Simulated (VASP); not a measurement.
# MgS (P6/mmm) in VASP: further runs

The runs below take MgS through relaxation of cell and atoms, with PBE.

Everything below comes from runs of VASP 6.6.1. Logs are shortened: lines on timing, memory, paths and dates and some standing lists are left out, and cuts for length are marked.

## (1) The cell of the first run

Symmetry: P6/mmm, No. 191, hexagonal system. The conventional cell has a = 5.132 Å, b = 5.132 Å, c = 4.442 Å, α = 90.00°, β = 90.00°, γ = 120.00°. Mg (site symmetry 6/mmm) has 2 S at 2.22 Å within 2.9 Å. S (site symmetry 6/mmm) has 2 Mg at 2.22 Å within 2.9 Å.

The cell was generated, and may not be a known phase.

## (2) Relaxation of cell and atoms, PBE

The input, INCAR:

```
ALGO     = Normal         # electronic algorithm
EDIFF    = 1E-7           # SCF threshold, eV
EDIFFG   = -0.01          # ionic threshold
ENCUT    = 840            # plane-wave cutoff, eV
GGA      = PE             # functional
GGA_COMPAT= F            
IBRION   = 2              # ionic algorithm
ISIF     = 3              # what is computed and relaxed
ISMEAR   = 0              # smearing method
LASPH    = T              # aspherical terms in the spheres
LCHARG   = F              # write CHGCAR
LREAL    = F              # projectors in reciprocal space
LWAVE    = F              # write WAVECAR
NELM     = 120            # most SCF steps
NELMIN   = 4            
NSW      = 100            # ionic steps
PREC     = Accurate       # precision mode
SIGMA    = 0.02           # smearing width, eV
```

The input, KPOINTS:

```
k-points
0
Gamma
  6 6 6
```

The input, POSCAR:

```
MgS
1.0
    5.1324592340      0.0000000000      0.0000000000
   -2.5662296170      4.4448400805      0.0000000000
    0.0000000000      0.0000000000      4.4420897421
Mg S
1 1
Direct
    0.0000000000      0.0000000000      0.0000000000
    0.0000000000      0.0000000000      0.5000000000
```

Potentials or basis: VASP PAW PBE potentials, release 64 (Mg_sv, S).

Run with:

```sh
> cat potpaw_PBE.64/Mg_sv/POTCAR potpaw_PBE.64/S/POTCAR > POTCAR
> mpirun -np 1 vasp_std > vasp.out
```

OUTCAR:

```text
EDIFF = 1E-7
   EDIFFG = -0.01
   ENCUT = 840
   GGA = PE
   IBRION = 2
   ISIF = 3
   ISMEAR = 0
   LASPH = T
   LREAL = F
   NELM = 120
   NELMIN = 4
   NSW = 100
   PREC = Accurate

 ion  position               nearest neighbor table
   1  0.000  0.000  0.000-   2 2.22   2 2.22
   2  0.000  0.000  0.500-   1 2.22   1 2.22

  LATTYP: Found a hexagonal cell.
 ALAT       =     5.1324592340
 C/A-ratio  =     0.8654895323

  Lattice vectors:

 A1 = (   5.1324592340,   0.0000000000,   0.0000000000)
 A2 = (  -2.5662296170,   4.4448400805,   0.0000000000)
 A3 = (   0.0000000000,   0.0000000000,   4.4420897421)

Analysis of symmetry for initial positions (statically):
=====================================================================
 Subroutine PRICEL returns:
 Original cell was already a primitive cell.

 Routine SETGRP: Setting up the symmetry group for a
 hexagonal supercell.

 Subroutine GETGRP returns: Found 24 space group operations
 (whereof 24 operations were pure point group operations)
 out of a pool of 24 trial point group operations.

The static configuration has the point symmetry D_6h.

Analysis of symmetry for dynamics (positions and initial velocities):
=====================================================================
 Subroutine PRICEL returns:
 Original cell was already a primitive cell.

 Routine SETGRP: Setting up the symmetry group for a
 hexagonal supercell.

 Subroutine GETGRP returns: Found 24 space group operations
 (whereof 24 operations were pure point group operations)
 out of a pool of 24 trial point group operations.

The dynamic configuration has the point symmetry D_6h.

 Subroutine INISYM returns: Found 24 space group operations
 (whereof 24 operations are pure point group operations),
 and found     1 'primitive' translations

----------------------------------------------------------------------------------------

                                     Primitive cell

  volume of cell :     101.3372

  direct lattice vectors                    reciprocal lattice vectors
     5.132459234  0.000000000  0.000000000     0.194838372  0.112489986  0.000000000
    -2.566229617  4.444840080  0.000000000     0.000000000  0.224979973  0.000000000
     0.000000000  0.000000000  4.442089742     0.000000000  0.000000000  0.225119270

  length of vectors
     5.132459234  5.132459234  4.442089742     0.224979973  0.224979973  0.225119270

  position of ions in fractional coordinates (direct lattice)
     0.000000000  0.000000000  0.000000000
     0.000000000  0.000000000  0.500000000

  ion indices of the primitive-cell ions
   primitive index   ion index
                 1           1
                 2           2

----------------------------------------------------------------------------------------

 KPOINTS: k-points

Automatic generation of k-mesh.
 Grid dimensions read from file:
 generate k-points for:    6    6    6

 Generating k-lattice:

  Cartesian coordinates                     Fractional coordinates (reciprocal lattice)
     0.032473062  0.018748331  0.000000000     0.166666667  0.000000000  0.000000000
     0.000000000  0.037496662  0.000000000     0.000000000  0.166666667  0.000000000
     0.000000000  0.000000000  0.037519878     0.000000000  0.000000000  0.166666667

  Length of vectors
     0.037496662  0.037496662  0.037519878

  Shift w.r.t. Gamma in fractional coordinates (k-lattice)
     0.000000000  0.000000000  0.000000000

 Subroutine IBZKPT returns following result:
 ===========================================

 Found     28 irreducible k-points:

 Following reciprocal coordinates:
            Coordinates               Weight
  0.000000  0.000000  0.000000      1.000000
  0.166667 -0.000000  0.000000      6.000000
  0.333333 -0.000000  0.000000      6.000000
  0.500000 -0.000000  0.000000      3.000000
  0.166667  0.166667  0.000000      6.000000
  0.333333  0.166667  0.000000     12.000000
[... 16 lines left out ...]
  0.166667 -0.000000  0.500000      6.000000
  0.333333 -0.000000  0.500000      6.000000
 [... further k-points ...]
   k-points           NKPTS =     28   k-points in BZ     NKDIM =     28   number of bands    NBANDS=     12
   number of dos      NEDOS =    301   number of ions     NIONS =      2
   total plane-waves  NPLWV = 105000
   dimension x,y,z NGX =    50 NGY =   50 NGZ =   42
   dimension x,y,z NGXF=   100 NGYF=  100 NGZF=   84
   ions per type =               1   1
   NGX,Y,Z   is equivalent  to a cutoff of  16.20, 16.20, 15.72 a.u.
   NGXF,Y,Z  is equivalent  to a cutoff of  32.39, 32.39, 31.44 a.u.
 SYSTEM =  unknown system
   PREC   = accura    normal or accurate (medium, high low for compatibility)
   ISTART =      0    job   : 0-new  1-cont  2-samecut
   ICHARG =      2    charge: 1-file 2-atom 10-const
   ISPIN  =      1    spin polarized calculation?
   LNONCOLLINEAR =      F non collinear calculations
   LSORBIT =      F    spin-orbit coupling
   LASPH  =      T    aspherical Exc in radial PAW
   ENCUT  =  840.0 eV  61.74 Ry    7.86 a.u.  12.13 12.13 10.50*2*pi/ulx,y,z
   NELM   =    120;   NELMIN=  4; NELMDL= -5     # of ELM steps
   EDIFF  = 0.1E-06   stopping-criterion for ELM
   LREAL  =      F    real-space projection
   EDIFFG = -.1E-01   stopping-criterion for IOM
   NSW    =    100    number of steps for IOM
   IBRION =      2    ionic relax: 0-MD 1-quasi-New 2-CG
   NFREE  =      1    steps in history (QN), initial steepest desc. (CG)
   ISIF   =      3    stress and relaxation
   ISYM   =      2    0-nonsym 1-usesym 2-fastsym
   POTIM  = 0.5000    time-step for ionic-motion
   TEBEG  =    0.0;   TEEND  =   0.0 temperature during run
   PSTRESS=    0.0 pullay stress
   NELECT =      16.0000    total number of electrons
   NUPDOWN=      -1.0000    fix difference up-down
   EMIN   =  10.00;   EMAX   =-10.00  energy-range for DOS
   EFERMI =   0.00;   METHOD = LEGACY
   ISMEAR =     0;   SIGMA  =   0.02  broadening in eV -4-tet -1-fermi 0-gaus
   EFERMI_NEDOS =   21; number of points for ismear=-14 and -15
   IALGO  =     38    algorithm
   IMIX   =      4    mixing-type and parameters
     AMIX     =   0.40;   BMIX     =  1.00
     AMIX_MAG =   1.60;   BMIX_MAG =  1.00
  volume/ion in A,a.u.               =      50.67       341.93
  Fermi-wavevector in a.u.,A,eV,Ry     =   0.884827  1.672081 10.652264  0.782919
  Thomas-Fermi vector in A             =   2.005779
   LORBIT       =      0    0 simple, 1 ext, 2 COOP (PROOUT), +10 PAW based schemes
   GGA     = PE    functional components
   LHFCALC =     F    Hartree Fock is set to
   AEXX    =    0.0000 exact exchange contribution
   IVDW    =     0    specifies the selected vdW correction
   LEPSILON=     F    determine dielectric tensor
   LRPA    =     F    only Hartree local field effects (RPA)
 conjugate gradient relaxation of ions
 non-spin polarized calculation
 Gauss-broadening in eV      SIGMA  =   0.02
  energy-cutoff  :      840.00
  volume of cell :      101.34
 maximum number of plane-waves:      5627
 NGX is ok and might be reduce to    50
   NGX = 25   NGY = 25   NGZ = 21

--------------------------------------- Ionic step        1  -------------------------------------------

 number of electron      15.9999999 magnetization

 Free energy of the ion-electron system (eV)
  ---------------------------------------------------
  ext. energy  EPLUGINS =         0.00000000
  ---------------------------------------------------
  free energy    TOTEN  =        -6.35139669 eV

  energy without entropy =       -6.35139669  energy(sigma->0) =       -6.35139669

------------------------ aborting loop because EDIFF is reached ----------------------------------------

  FORCE on cell =-STRESS in cart. coord.  units (eV):
  Direction    XX          YY          ZZ          XY          YZ          ZX
  --------------------------------------------------------------------------------------
  -------------------------------------------------------------------------------------
  Total        0.1983171      0.1983171      0.0630988     -0.0000000     -0.0000000      0.0000000
  in kB        3.1354641      3.1354641      0.9976142     -0.0000000     -0.0000000      0.0000000
  external PRESSURE =       2.4228475 kB  Pullay stress =       0.0000000 kB
[... 89 lines left out ...]
  FREE ENERGIE OF THE ION-ELECTRON SYSTEM (eV)
  ---------------------------------------------------
  free  energy   TOTEN  =        -6.3562246618 eV

  energy  without entropy=       -6.3562246618  energy(sigma->0) =       -6.35622466

[... ionic steps 4 to 14 ...]

--------------------------------------- Ionic step       15  -------------------------------------------

 number of electron      15.9999995 magnetization

------------------------ aborting loop because EDIFF is reached ----------------------------------------

  FORCE on cell =-STRESS in cart. coord.  units (eV):
  Direction    XX          YY          ZZ          XY          YZ          ZX
  --------------------------------------------------------------------------------------
  -------------------------------------------------------------------------------------
  Total        0.0056586      0.0056586     -0.0431991      0.0000000      0.0000000      0.0000000
  in kB        0.0740047      0.0740047     -0.5649649      0.0000000      0.0000000      0.0000000
  external PRESSURE =      -0.1389852 kB  Pullay stress =       0.0000000 kB
[... 57 lines left out ...]
  energy  without entropy=       -6.3680895749  energy(sigma->0) =       -6.36808957

--------------------------------------- Ionic step       17  -------------------------------------------

 number of electron      15.9999994 magnetization

 Free energy of the ion-electron system (eV)
  ---------------------------------------------------
  ext. energy  EPLUGINS =         0.00000000
  ---------------------------------------------------
  free energy    TOTEN  =        -6.36809981 eV

  energy without entropy =       -6.36809981  energy(sigma->0) =       -6.36809981

 E-fermi :  -2.6992     XC(G=0):  -4.7428

 val. band max:       -2.9270918105   @ k =   0.0000   0.0000   0.5000
 cond. band min:      -0.8440065736   @ k =   0.0000   0.0000   0.0000
 fundamental gap:      2.0830852369
 Fermi energy:        -2.6992368227

 k-point     1 :       0.0000    0.0000    0.0000
  band No.  band energies     occupation
      1     -78.1437      2.00000
      2     -44.9597      2.00000
      3     -44.9597      2.00000
      4     -44.8054      2.00000
      5     -13.4110      2.00000
      6      -4.6230      2.00000
      7      -3.1935      2.00000
      8      -3.1935      2.00000
      9      -0.8440      0.00000
     10       3.1665      0.00000
     11       4.4730      0.00000
     12       4.4730      0.00000
[... 331 lines left out ...]
 k-point    24 :       0.3333   -0.0000    0.5000
  band No.  band energies     occupation
      1     -78.1437      2.00000
      2     -44.9597      2.00000
      3     -44.9597      2.00000
      4     -44.8065      2.00000
      5     -13.1741      2.00000
      6      -5.9869      2.00000
      7      -3.0970      2.00000
      8      -2.9645      2.00000
      9       0.9870      0.00000
     10       2.1301      0.00000
     11       2.7023      0.00000
     12       3.9028      0.00000

 [... further k-points ...]

------------------------ aborting loop because EDIFF is reached ----------------------------------------

  FORCE on cell =-STRESS in cart. coord.  units (eV):
  Direction    XX          YY          ZZ          XY          YZ          ZX
  --------------------------------------------------------------------------------------
  -------------------------------------------------------------------------------------
  Total        0.0067044      0.0067044      0.0033317      0.0000000      0.0000000      0.0000000
  in kB        0.0876782      0.0876782      0.0435702      0.0000000      0.0000000      0.0000000
  external PRESSURE =       0.0729755 kB  Pullay stress =       0.0000000 kB
[... 17 lines left out ...]
  FREE ENERGIE OF THE ION-ELECTRON SYSTEM (eV)
  ---------------------------------------------------
  free  energy   TOTEN  =        -6.3680998066 eV

  energy  without entropy=       -6.3680998066  energy(sigma->0) =       -6.36809981

 reached required accuracy - stopping structural energy minimisation
```

Wall time 10 min (1 thread of Intel Xeon Platinum 8259CL at 2.50GHz (Skylake/Cascade Lake), shared host); peak memory 0.37 GiB.

Results:

* Free energy: -6.3681 eV
* Relaxed volume: 61.26 Å³/atom
* Relaxed cell: a = 5.638 Å, b = 5.638 Å, c = 4.450 Å, α = 90.00°, β = 90.00°, γ = 120.00°
* Space group after relaxing (to 0.1 Å): P6/mmm (No. 191)
* Energy gained by relaxing: 8.4 meV/atom
* Ionic steps: 17
* Pressure after relaxing: 0.0 GPa
* Band gap on the k mesh: 2.08 eV (least direct gap 2.35 eV)

The path:
```tsv
step	energy change (eV)	largest force (eV/Å)	pressure (GPa)	volume (Å³)
1	0.0000	0.0000	0.24	101.34
2	-0.0018	0.0000	0.13	102.46
3	-0.0048	0.0000	-0.17	105.89
4	-0.0051	0.0000	-0.30	107.42
5	-0.0054	0.0000	-0.29	107.59
6	-0.0064	0.0000	-0.28	108.13
7	-0.0082	0.0000	-0.24	109.21
8	-0.0113	0.0000	-0.17	111.39
9	-0.0152	0.0000	-0.04	115.79
10	-0.0155	0.0000	0.24	124.80
11	-0.0164	0.0000	0.12	121.11
12	-0.0164	0.0000	0.10	120.25
13	-0.0166	0.0000	0.05	121.15
14	-0.0167	0.0000	-0.01	122.37
15	-0.0167	0.0000	-0.01	122.51
16	-0.0167	0.0000	-0.02	122.55
17	-0.0167	0.0000	0.01	122.51
```

Final structure:
```
Mg S
1.0
     5.63814    0.00000    0.00000
    -2.81907    4.88277    0.00000
     0.00000    0.00000    4.45019
Mg S
1 1
Cartesian
  0.0000 0.0000 0.0000
  0.0000 0.0000 2.2251
```

Levels at points of the mesh, in eV from the valence-band top:
```
           k point  band 4  band 5  band 6  band 7  band 8  band 9  band 10  band 11  band 12
(0.00, 0.00, 0.00)  -41.88  -10.48   -1.70   -0.27   -0.27    2.08     6.09     7.40     7.40
(0.50, 0.00, 0.00)  -41.88  -10.47   -1.68   -0.62   -0.34    2.99     5.24     6.03     7.18
(0.00, 0.00, 0.50)  -41.88  -10.25   -3.11    0.00    0.00    4.45     5.34     5.34     5.82
(0.50, 0.00, 0.50)  -41.88  -10.24   -3.04   -0.22   -0.05    3.79     4.98     5.64     7.29
```

Caveat: the volume moved by over 15 % at a fixed basis, so the end points are rough.

(Continued in part 2 of 2.)
